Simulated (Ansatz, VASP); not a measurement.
# Two plane-wave programs on BeGa2C2

```
CELL_PARAMETERS angstrom
-1.50519 -2.61172 -0.00761
4.42134 -2.52333 0.00215
0.00008 0.03107 8.46563
ATOMIC_POSITIONS crystal
Be 0.55125 0.17794 0.00002
Be 0.05131 0.67790 0.00003
Ga 0.04424 0.01824 0.67264
Ga 0.54406 0.51822 0.67264
Ga 0.05363 0.02015 0.32735
Ga 0.55418 0.52016 0.32735
C 0.55165 0.51701 0.07911
C 0.05160 0.01700 0.07910
C 0.54906 0.51670 0.92088
C 0.04903 0.01667 0.92088
```

Change from the starting cell: cell x2, atoms moved at random (sigma 0.15 Å) and cell strained at random (1.5 %), then relaxed without symmetry.

Alike in both runs: functional PBE; k mesh 8 × 4 × 4; occupations gaussian, width 0.2 eV; no spin polarisation.

Ansatz relaxed the structure, and its values are those at the end. VASP's run is a single point on that final structure, the one shown.

|  | VASP | Ansatz |
| --- | --- | --- |
| version | VASP 6.6.1 | Ansatz 0.2.0 |
| potentials or method | VASP PAW PBE potentials, release 64 (Be, Ga_d, C), cutoff 520 eV | scalar-relativistic, plane waves, PAW |
| valence electrons in the cell | 72 | 72 |

Ansatz gave:

```
gap on the k mesh at the Fermi level (eV) : none
pressure (GPa)                            : 0.1
rms of the force components (eV/Å)        : 0.003
```

Task: Estimate VASP's values.

Result: gap on the k mesh at the Fermi level (eV): none; pressure (GPa): 0.3; rms of the force components (eV/Å): 0.038.

A gap of «none» marks a metal or a gap that the smearing closes.
